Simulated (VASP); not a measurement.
Set up this calculation in VASP 6.6.1, as the native input.

```yaml
Task: single point
Functional: r2SCAN
Potentials_or_basis: VASP PAW PBE potentials, release 64 (La)
Cutoff: 520 eV
k_mesh: 9 × 9 × 9
Occupations: fermi-dirac, width 0.05 eV
Spin: collinear spin
Starting_moments: "[1.0, 1.0] μB"
Dipole_correction: no
Further_INCAR_settings: ALGO = Normal; EDIFF = 1e-06; NBANDS = 22
```

The system is La.

```
La
1.0
     0.00000    3.45570    3.45570
     3.45570    0.00000    3.45570
     3.45570    3.45570    0.00000
La
2
Direct
  0.12500 0.12500 0.12500
  0.87500 0.87500 0.87500
```

This isn't the form of La at room conditions, which is double hcp.

These files were run (other wordings do the same):

POSCAR

```
La
1.0
    0.0000000000      3.4556977298      3.4556977298
    3.4556977298      0.0000000000      3.4556977298
    3.4556977298      3.4556977298      0.0000000000
La
2
Direct
    0.1250000000      0.1250000000      0.1250000000
    0.8750000000      0.8750000000      0.8750000000
```

INCAR.step1

```
PREC     = Accurate       # precision mode
ENCUT    = 520            # plane-wave cutoff, eV
ISMEAR   = -1             # smearing method
SIGMA    = 0.05           # smearing width, eV
LREAL    = F              # projectors in reciprocal space
LASPH    = T              # aspherical terms in the spheres
NELM     = 150            # most SCF steps
ISPIN    = 2              # spin polarisation
MAGMOM   = 1 1            # initial moments
LMAXMIX  = 6              # l up to which the mixer works
NBANDS   = 22             # bands
GGA      = PE             # functional
ALGO     = Normal         # electronic algorithm
EDIFF    = 1E-4           # SCF threshold, eV
LWAVE    = T              # write WAVECAR
LCHARG   = F              # write CHGCAR
```

INCAR.step2

```
PREC     = Accurate       # precision mode
ENCUT    = 520            # plane-wave cutoff, eV
EDIFF    = 1E-6           # SCF threshold, eV
ISMEAR   = -1             # smearing method
SIGMA    = 0.05           # smearing width, eV
LREAL    = F              # projectors in reciprocal space
LASPH    = T              # aspherical terms in the spheres
NELM     = 150            # most SCF steps
ALGO     = Normal         # electronic algorithm
ISIF     = 2              # what is computed and relaxed
LWAVE    = F              # write WAVECAR
LCHARG   = F              # write CHGCAR
ISPIN    = 2              # spin polarisation
MAGMOM   = 1 1            # initial moments
LORBIT   = 11             # projections on sites
LMAXMIX  = 6              # l up to which the mixer works
METAGGA  = R2SCAN         # meta-GGA
LMIXTAU  = T            
NBANDS   = 22             # bands
ISTART   = 1
```

KPOINTS

```
regular mesh
0
Gamma
  9 9 9
```

Potentials or basis: VASP PAW PBE potentials, release 64 (La).

Run with:

```sh
$ cat potpaw_PBE.64/La/POTCAR > POTCAR
$ cp INCAR.step1 INCAR
$ mpirun -np 1 vasp_std > vasp.out
$ cp INCAR.step2 INCAR
$ mpirun -np 1 vasp_std > vasp.out
```

It gave:

| Property | Result |
| --- | --- |
| Pressure | -4.1 GPa |
| Band gap on the k mesh | zero (filled and empty bands overlap) |
| Net moment | -0.01 μB per cell |
| Valence electrons inside the program's atomic spheres | La 8.89 |

Caveat: the cell stands under tension; the PAW data sets were made with another functional, which shifts forces and pressure a little; spin-orbit coupling is left out, which moves the levels of the heavy elements.

Wall time 8.8 min on 1 thread of Intel(R) Xeon(R) Platinum 8488C (Sapphire Rapids), on a shared host, peak memory 0.32 GiB.
